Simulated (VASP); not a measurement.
# HOs in VASP: single point with r2SCAN

Aim: the single point of HOs with r2SCAN.

Everything below comes from runs of VASP 6.6.1. Logs are shortened: lines on timing, memory, paths and dates and some standing lists are left out, and cuts for length are marked.

### Step 1. The cell of the first run

The cell holds a slab with vacuum, 8 atoms: a = 2.799 Å, b = 2.763 Å, c = 26.538 Å, α = 90.00°, β = 90.00°, γ = 89.20°.

### Step 2. Single point, r2SCAN

Input file POSCAR:

```
HOs
1.0
    2.7994520000      0.0000000000      0.0000000000
    0.0388110000      2.7627140000      0.0000000000
    0.0000000000      0.0000000000     26.5379442100
Os H
4 4
Direct
    0.9176040000      0.9884150000      0.3707223500
    0.8537480000      0.0702190000      0.4708653100
    0.7831840000      0.0992620000      0.5774005500
    0.7540660000      0.1260840000      0.6797039000
    0.4695320000      0.4803200000      0.3202961000
    0.4064870000      0.5491850000      0.4228098700
    0.3304490000      0.5702120000      0.5222987600
    0.2458330000      0.6242620000      0.6286676300
```

Input file INCAR.step1:

```
PREC = Accurate
ENCUT = 520
ISMEAR = -1
SIGMA = 0.1
LREAL = F
LASPH = T
NELM = 60
LDIPOL = T
IDIPOL = 3
DIPOL = 0.5 0.5 0.499
NBANDS = 28
GGA = PE
ALGO = Normal
EDIFF = 1E-4
LWAVE = T
LCHARG = F
```

Input file INCAR.step2:

```
PREC = Accurate
ENCUT = 520
EDIFF = 1E-6
ISMEAR = -1
SIGMA = 0.1
LREAL = F
LASPH = T
NELM = 60
ALGO = Normal
ISIF = 2
LWAVE = F
LCHARG = F
LDIPOL = T
IDIPOL = 3
DIPOL = 0.5 0.5 0.499
METAGGA = R2SCAN
LMIXTAU = T
NBANDS = 28
ISTART = 1
```

Input file KPOINTS:

```
Automatic mesh
0
Gamma
  6 6 1
  0 0.5 0
```

Potentials or basis: VASP PAW PBE potentials, release 64 (Os, H).

Launch:

```bash
$ cat potpaw_PBE.64/Os/POTCAR potpaw_PBE.64/H/POTCAR > POTCAR
$ cp INCAR.step1 INCAR
$ mpirun -np 1 vasp_std > vasp.out
$ cp INCAR.step2 INCAR
$ mpirun -np 1 vasp_std > vasp.out
```

OUTCAR:

```text
PREC = Accurate
   ENCUT = 520
   EDIFF = 1E-6
   ISMEAR = -1
   LREAL = F
   LASPH = T
   NELM = 60
   ISIF = 2
   METAGGA = R2SCAN
   ISTART = 1

 ion  position               nearest neighbor table
   1  0.918  0.988  0.371-   2 2.67
   2  0.854  0.070  0.471-   1 2.67   3 2.84
   3  0.783  0.099  0.577-   4 2.72   2 2.84
   4  0.754  0.126  0.680-   3 2.72
   5  0.470  0.480  0.320-
   6  0.406  0.549  0.423-
   7  0.330  0.570  0.522-
   8  0.246  0.624  0.629-

  LATTYP: Found a simple monoclinic cell.
 ALAT       =     2.7629865978
 B/A-ratio  =     9.6048038131
 C/A-ratio  =     1.0131978209
 COS(beta)  =    -0.0140467565

  Lattice vectors:

 A1 = (   0.0388110000,   2.7627140000,   0.0000000000)
 A2 = (   0.0000000000,   0.0000000000, -26.5379442100)
 A3 = (  -2.7994520000,   0.0000000000,   0.0000000000)

Analysis of symmetry for initial positions (statically):
=====================================================================
 Subroutine PRICEL returns:
 Original cell was already a primitive cell.

 Routine SETGRP: Setting up the symmetry group for a
 simple monoclinic supercell.

 Subroutine GETGRP returns: Found  1 space group operations
 (whereof  1 operations were pure point group operations)
 out of a pool of  4 trial point group operations.

The static configuration has the point symmetry C_1 .

Analysis of symmetry for dynamics (positions and initial velocities):
=====================================================================
 Subroutine PRICEL returns:
 Original cell was already a primitive cell.

 Routine SETGRP: Setting up the symmetry group for a
 simple monoclinic supercell.

 Subroutine GETGRP returns: Found  1 space group operations
 (whereof  1 operations were pure point group operations)
 out of a pool of  4 trial point group operations.

The dynamic configuration has the point symmetry C_1 .

 Subroutine INISYM returns: Found  1 space group operations
 (whereof  1 operations are pure point group operations),
 and found     1 'primitive' translations

----------------------------------------------------------------------------------------

                                     Primitive cell

  volume of cell :     205.2467

  direct lattice vectors                    reciprocal lattice vectors
     2.799452000  0.000000000  0.000000000     0.357212769 -0.005018176  0.000000000
     0.038811000  2.762714000  0.000000000     0.000000000  0.361962910  0.000000000
     0.000000000  0.000000000 26.537944210     0.000000000  0.000000000  0.037681894

  length of vectors
     2.799452000  2.762986598 26.537944210     0.357248015  0.361962910  0.037681894

  position of ions in fractional coordinates (direct lattice)
     0.917604000  0.988415000  0.370722350
     0.853748000  0.070219000  0.470865310
     0.783184000  0.099262000  0.577400550
     0.754066000  0.126084000  0.679703900
     0.469532000  0.480320000  0.320296100
     0.406487000  0.549185000  0.422809870
     0.330449000  0.570212000  0.522298760
     0.245833000  0.624262000  0.628667630

  ion indices of the primitive-cell ions
   primitive index   ion index
                 1           1
                 2           2
                 3           3
                 4           4
                 5           5
                 6           6
                 7           7
                 8           8

----------------------------------------------------------------------------------------

 KPOINTS: Automatic mesh

Automatic generation of k-mesh.
 Grid dimensions read from file:
 generate k-points for:    6    6    1

 Generating k-lattice:

  Cartesian coordinates                     Fractional coordinates (reciprocal lattice)
     0.059535461 -0.000836363  0.000000000     0.166666667  0.000000000  0.000000000
     0.000000000  0.060327152  0.000000000     0.000000000  0.166666667  0.000000000
     0.000000000  0.000000000  0.037681894     0.000000000  0.000000000  1.000000000

  Length of vectors
     0.059541336  0.060327152  0.037681894

  Shift w.r.t. Gamma in fractional coordinates (k-lattice)
     0.000000000  0.500000000  0.000000000

 Subroutine IBZKPT returns following result:
 ===========================================

 Found     18 irreducible k-points:

 Following reciprocal coordinates:
            Coordinates               Weight
  0.000000  0.083333  0.000000      2.000000
  0.166667  0.083333  0.000000      2.000000
  0.333333  0.083333  0.000000      2.000000
  0.500000  0.083333  0.000000      2.000000
 -0.333333  0.083333  0.000000      2.000000
 -0.166667  0.083333  0.000000      2.000000
[... 10 lines left out ...]
 -0.333333  0.416667  0.000000      2.000000
 -0.166667  0.416667  0.000000      2.000000
   k-points           NKPTS =     18   k-points in BZ     NKDIM =     18   number of bands    NBANDS=     28
   number of dos      NEDOS =    301   number of ions     NIONS =      8
   total plane-waves  NPLWV = 115200
   dimension x,y,z NGX =    24 NGY =   24 NGZ =  200
   dimension x,y,z NGXF=    48 NGYF=   48 NGZF=  400
   ions per type =               4   4
   NGX,Y,Z   is equivalent  to a cutoff of  14.25, 14.44, 12.53 a.u.
   NGXF,Y,Z  is equivalent  to a cutoff of  28.50, 28.88, 25.06 a.u.
 SYSTEM =  unknown system
   PREC   = accura    normal or accurate (medium, high low for compatibility)
   ISTART =      1    job   : 0-new  1-cont  2-samecut
   ICHARG =      0    charge: 1-file 2-atom 10-const
   ISPIN  =      1    spin polarized calculation?
   LNONCOLLINEAR =      F non collinear calculations
   LSORBIT =      F    spin-orbit coupling
   LASPH  =      T    aspherical Exc in radial PAW
   ENCUT  =  520.0 eV  38.22 Ry    6.18 a.u.   5.21  5.14 49.34*2*pi/ulx,y,z
   NELM   =     60;   NELMIN=  2; NELMDL=  0     # of ELM steps
   EDIFF  = 0.1E-05   stopping-criterion for ELM
   LREAL  =      F    real-space projection
   EDIFFG = 0.1E-04   stopping-criterion for IOM
   NSW    =      0    number of steps for IOM
   IBRION =     -1    ionic relax: 0-MD 1-quasi-New 2-CG
   NFREE  =      0    steps in history (QN), initial steepest desc. (CG)
   ISIF   =      2    stress and relaxation
   ISYM   =      2    0-nonsym 1-usesym 2-fastsym
   POTIM  = 0.5000    time-step for ionic-motion
   TEBEG  =    0.0;   TEEND  =   0.0 temperature during run
   PSTRESS=    0.0 pullay stress
   NELECT =      36.0000    total number of electrons
   NUPDOWN=      -1.0000    fix difference up-down
   EMIN   =  10.00;   EMAX   =-10.00  energy-range for DOS
   EFERMI =   0.00;   METHOD = LEGACY
   ISMEAR =    -1;   SIGMA  =   0.10  broadening in eV -4-tet -1-fermi 0-gaus
   EFERMI_NEDOS =   21; number of points for ismear=-14 and -15
   IALGO  =     38    algorithm
   IMIX   =      4    mixing-type and parameters
     AMIX     =   0.40;   BMIX     =  1.00
     AMIX_MAG =   1.60;   BMIX_MAG =  1.00
  volume/ion in A,a.u.               =      25.66       173.13
  Fermi-wavevector in a.u.,A,eV,Ry     =   0.916397  1.731739 11.425944  0.839783
  Thomas-Fermi vector in A             =   2.041248
   LORBIT       =      0    0 simple, 1 ext, 2 COOP (PROOUT), +10 PAW based schemes
   METAGGA = R2SCAN    functional components
   LHFCALC =     F    Hartree Fock is set to
   AEXX    =    0.0000 exact exchange contribution
   IVDW    =     0    specifies the selected vdW correction
   LEPSILON=     F    determine dielectric tensor
   LRPA    =     F    only Hartree local field effects (RPA)
 non-spin polarized calculation
  energy-cutoff  :      520.00
  volume of cell :      205.25
 maximum number of plane-waves:      5565
 NGX is ok and might be reduce to    24
   NGX = 11   NGY = 11   NGZ = 99

 dipolmoment           0.000000      0.000000     -0.007636 electrons x Angstroem

 number of electron      36.0000000 magnetization

 dipolmoment           0.000000      0.000000      0.023712 electrons x Angstroem

 Free energy of the ion-electron system (eV)
  ---------------------------------------------------
  ext. energy  EPLUGINS =         0.00000000
  ---------------------------------------------------
  free energy    TOTEN  =      -213.08169701 eV

  energy without entropy =     -212.82788044  energy(sigma->0) =     -212.95478872

 E-fermi :  -0.6712     XC(G=0):  -6.0977

 val. band max:       -0.6771839476   @ k =   0.1667   0.0833   0.0000
 cond. band min:      -0.6483362030   @ k =   0.3333   0.2500   0.0000
 fundamental gap:      0.0288477446
 Fermi energy:        -0.6712142778

 k-point     1 :       0.0000    0.0833    0.0000
  band No.  band energies     occupation
      1     -11.2083      2.00000
      2     -10.2626      2.00000
      3      -8.7819      2.00000
      4      -7.1196      2.00000
      5      -5.5522      2.00000
      6      -5.2410      2.00000
[... 20 lines left out ...]
     27       3.8143      0.00000
     28       4.5596      0.00000

 k-point     2 :       0.1667    0.0833    0.0000
  band No.  band energies     occupation
      1     -10.5765      2.00000
      2      -9.6994      2.00000
      3      -8.3436      2.00000
      4      -6.8317      2.00000
      5      -5.2945      2.00000
      6      -4.9871      2.00000
[... 20 lines left out ...]
     27       4.0317      0.00000
     28       4.8442      0.00000

 k-point     3 :       0.3333    0.0833    0.0000
  band No.  band energies     occupation
      1      -8.9366      2.00000
      2      -8.4240      2.00000
      3      -7.8511      2.00000
      4      -6.4635      2.00000
      5      -4.8581      2.00000
      6      -4.7330      2.00000
[... 430 lines left out ...]
      3      -6.6461      2.00000
      4      -5.6752      2.00000
      5      -4.6105      2.00000
      6      -4.3990      2.00000
[... 20 lines left out ...]
     27       3.9875      0.00000
     28       4.4601      0.00000

 k-point    18 :      -0.1667    0.4167    0.0000
  band No.  band energies     occupation
      1      -7.8717      2.00000
      2      -7.5646      2.00000
      3      -7.4709      2.00000
      4      -5.8260      2.00000
      5      -5.0257      2.00000
      6      -4.3010      2.00000
[... 20 lines left out ...]
     27       3.8869      0.00000
     28       3.9908      0.00000

------------------------ aborting loop because EDIFF is reached ----------------------------------------

 vacuum level on the upper side and lower side of the slab       (xc-potential included)         0.248        -0.295

  FORCE on cell =-STRESS in cart. coord.  units (eV):
  Direction    XX          YY          ZZ          XY          YZ          ZX
  --------------------------------------------------------------------------------------
  -------------------------------------------------------------------------------------
  Total      -18.2778049    -21.2738086    -19.1612125      0.0111750     -0.1410780     -0.8491071
  in kB     -142.6784518   -166.0655693   -149.5744242      0.0872334     -1.1012694     -6.6282187
  external PRESSURE =    -152.7728151 kB  Pullay stress =       0.0000000 kB

 VOLUME and BASIS-vectors are now :
 -----------------------------------------------------------------------------
  energy-cutoff  :      520.00
  volume of cell :      205.25
      direct lattice vectors                 reciprocal lattice vectors
     2.799452000  0.000000000  0.000000000     0.357212769 -0.005018176  0.000000000
     0.038811000  2.762714000  0.000000000     0.000000000  0.361962910  0.000000000
     0.000000000  0.000000000 26.537944210     0.000000000  0.000000000  0.037681894

 POSITION                                       TOTAL-FORCE (eV/Angst)
 -----------------------------------------------------------------------------------
      2.60715      2.73071      9.83821        -0.659465      0.190626      0.431071
      2.39275      0.19400     12.49580         0.091382     -0.076763     -0.974528
      2.19634      0.27423     15.32302        -0.214853      0.067304      1.306616
      2.11587      0.34833     18.03794         0.201979     -0.137424     -2.616225
      1.33307      1.32699      8.50000         0.485687     -0.191779      1.833707
      1.15926      1.51724     11.22050         0.234258      0.190348      0.039805
      0.94721      1.57533     13.86074         0.104421     -0.208952     -0.114455
      0.71243      1.72466     16.68355        -0.243409      0.166641      0.094009
 -----------------------------------------------------------------------------------
    total drift:                                0.000040     -0.000032      0.000084

  FREE ENERGIE OF THE ION-ELECTRON SYSTEM (eV)
  ---------------------------------------------------
  free  energy   TOTEN  =      -213.0816970100 eV

  energy  without entropy=     -212.8278804382  energy(sigma->0) =     -212.95478872

 vacuum level on the upper side and lower side of the slab         4.711         4.155
```

Run time: 14 min. Hardware: 1 thread of AMD EPYC 7R13 (Zen 3), shared host; peak memory 0.37 GiB.

Results:

- Free energy: -213.0817 eV
- Largest force: 2.628 eV/Å
- Band gap on the k mesh: zero (bands 18 and 19 overlap by 1.79 eV)

Forces on the atoms (eV/Å):
```
Os  -0.659  0.191  0.431
Os   0.091 -0.077 -0.975
Os  -0.215  0.067  1.307
Os   0.202 -0.137 -2.616
H    0.486 -0.192  1.834
H    0.234  0.190  0.040
H    0.104 -0.209 -0.114
H   -0.243  0.167  0.094
```

Caveat: the k points lie up to 0.38 Å⁻¹ apart, too coarse for converged energies and pressures of a metal; the PAW data sets were made with another functional, which shifts forces and pressure a little; spin-orbit coupling is left out, which moves the levels of the heavy elements.
